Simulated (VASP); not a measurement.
## K3W2: single point with PBE

K3W2:

```
CELL_PARAMETERS angstrom
5.26000 0.00000 0.00000
-2.63000 4.55529 0.00000
0.00000 0.00000 6.20534
ATOMIC_POSITIONS crystal
K 0.50000 0.00000 0.59489
K 0.00000 0.50000 0.59489
K 0.50000 0.50000 0.59489
W 0.66667 0.33333 0.09486
W 0.33333 0.66667 0.09486
```

The cell was built from a structure type or drawn by symmetry, and may not be a known phase.

```
Program                : VASP 6.6.1
Task                   : single point
Functional             : PBE
Potentials or basis    : VASP PAW PBE potentials, release 64 (K_sv, W_sv)
Cutoff                 : 520 eV
k mesh                 : 3 × 3 × 2
Occupations            : gaussian, width 0.1 eV
Spin                   : no spin polarisation
Dipole correction      : no
Further INCAR settings : ALGO = Fast; EDIFF = 1e-06; NBANDS = 36
```

```
Pressure               : 0.4 GPa
Band gap on the k mesh : zero (an odd number of electrons rules out a gap without spin polarisation)
```

Stress tensor (GPa, compression positive):
```
0.60 0.00 0.00
0.00 0.60 0.00
0.00 0.00 0.02
```

Levels at points of the mesh, in eV from the Fermi level:
```csv
k point,band 23,band 24,band 25,band 26,band 27,band 28,band 29,band 30,band 31,band 32
"(0.00, 0.00, 0.00)",-0.20,-0.20,-0.18,-0.11,-0.11,0.15,0.15,0.46,0.83,0.96
"(0.00, 0.00, 0.50)",-1.08,-0.55,-0.55,-0.24,0.00,0.00,0.01,0.01,0.30,1.39
```

It took 56 s on 1 thread of Intel(R) Xeon(R) 6975P-C (Granite Rapids), on a shared host, peak memory 0.27 GiB.

Caveat: the k points lie up to 0.51 Å⁻¹ apart, too coarse for converged energies and pressures of a metal; spin-orbit coupling is left out, which moves the levels of the heavy elements.
